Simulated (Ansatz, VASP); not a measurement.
# AlAu2 in VASP and in Ansatz

```
Al Au
1.0
    -1.66728    1.66728    4.25140
     1.66728   -1.66728    4.25140
     1.66728    1.66728   -4.25140
Al Au
1 2
Cartesian
  0.0000 0.0000 0.0000
  0.0000 0.0000 5.5867
  0.0000 0.0000 2.9161
```

Alike in both runs: task single point; functional LDA; k mesh 16 × 16 × 16; occupations gaussian, width 0.15 eV; no spin polarisation.

```csv
,VASP,Ansatz
version,VASP 6.6.1,Ansatz 0.2.0
potentials or method,"VASP PAW LDA potentials, release 64 (Al, Au), cutoff 520 eV","scalar-relativistic, plane waves, PAW"
valence electrons in the cell,25,41
```

|  | VASP | Ansatz | Ansatz less VASP |
| --- | --- | --- | --- |
| gap on the k mesh at the Fermi level (eV) | none | none | - |
| pressure (GPa) | 1.0 | 0.6 | -0.38 |
| traceless stress, the component that is largest in VASP (GPa) | 2.31 | 2.18 | -0.133 |
| rms of the force components (eV/Å) | 0.141 | 0.134 | -0.0065 |

LDA's correlation is that of Perdew and Zunger in VASP and of Perdew and Wang (1992) in Ansatz. Atom by atom the forces differ by 0.007 eV/Å (rms over components). A gap of «none» marks a metal or a gap that the smearing closes. VASP's potentials hold 25 valence electrons a cell and Ansatz's 41, so a difference there can come from the potentials and not from the codes.

Spin-orbit coupling is off throughout.
